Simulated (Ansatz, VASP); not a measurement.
**Two plane-wave programs on SnO2**

INCAR

```
SYSTEM = SnO2
  ALGO = Normal
  EDIFF = 1E-6
  ENCUT = 520
  GGA = PE
  ISIF = 2
  ISMEAR = 0
  LASPH = .TRUE.
  LCHARG = .FALSE.
  LREAL = .FALSE.
  LWAVE = .FALSE.
  NBANDS = 35
  NELM = 60
  PREC = Accurate
  SIGMA = 0.05
```

The input KPOINTS:

```
k-points
0
G
  6 6 8
  0 0 0
```

File POSCAR:

```
SnO2
1.0
    4.6588205247      0.0000000000      0.0000000000
    0.0000000000      4.6588337298      0.0000000000
    0.0000000000      0.0000000000      3.4645545711
Sn O
2 4
Direct
    0.5000000000      0.5000000000      0.5000000000
    0.0000000000      0.0000000000      0.0000000000
    0.3434840913      0.2697233079      0.0000000000
    0.8434840913      0.2302766921      0.5000000000
    0.1565159087      0.7697233079      0.5000000000
    0.6565159087      0.7302766921      0.0000000000
```

Input for Ansatz:

```yaml
crystal:
  lattice:
    - [4.6588205247, 0.0, 0.0]
    - [0.0, 4.6588337298, 0.0]
    - [0.0, 0.0, 3.4645545711]
  atoms:
    - { symbol: Sn, position: [0.5, 0.5, 0.5] }
    - { symbol: Sn, position: [0.0, 0.0, 0.0] }
    - { symbol: O, position: [0.3434840913, 0.2697233079, 0.0] }
    - { symbol: O, position: [0.8434840913, 0.2302766921, 0.5] }
    - { symbol: O, position: [0.1565159087, 0.7697233079, 0.5] }
    - { symbol: O, position: [0.6565159087, 0.7302766921, 0.0] }
basis:
  ecutwfc: 520.0
kpoints:
  mp_grid: { grid: [6, 6, 8] }
hamiltonian:
  xc: pbe
  pseudopotentials: { kind: paw, azcp: { folder: soft_1 } }
scf:
  occupations: { method: gaussian, width: 0.05 }
output:
  forces: true
  stress: true
  eigenvalues: true
```

Change from the starting cell: mode 4 frozen in at +0.252 Å, strain +e along z and -e/2 along x and y +0.0700.

Alike in both runs: task single point; functional PBE; k mesh 6 × 6 × 8; occupations gaussian, width 0.05 eV; no spin polarisation.

```csv
,VASP,Ansatz
version,VASP 6.6.1,Ansatz 0.2.0
potentials or method,"VASP PAW PBE potentials, release 64 (Sn_d, O), cutoff 520 eV","scalar-relativistic, plane waves, PAW"
valence electrons in the cell,52,52
```

```tsv
	VASP	Ansatz	Ansatz less VASP
gap on the k mesh at the Fermi level (eV)	0.91	0.93	+0.012
least direct gap on the mesh (eV)	1.07	1.08	+0.006
pressure (GPa)	-2.9	-3.5	-0.56
traceless stress, the component that is largest in VASP (GPa)	-12.01	-12.06	-0.049
rms of the force components (eV/Å)	0.216	0.214	-0.0015
```

Atom by atom the forces differ by 0.007 eV/Å (rms over components). With one functional, cell and mesh, what is left measures potentials, basis and numerics.
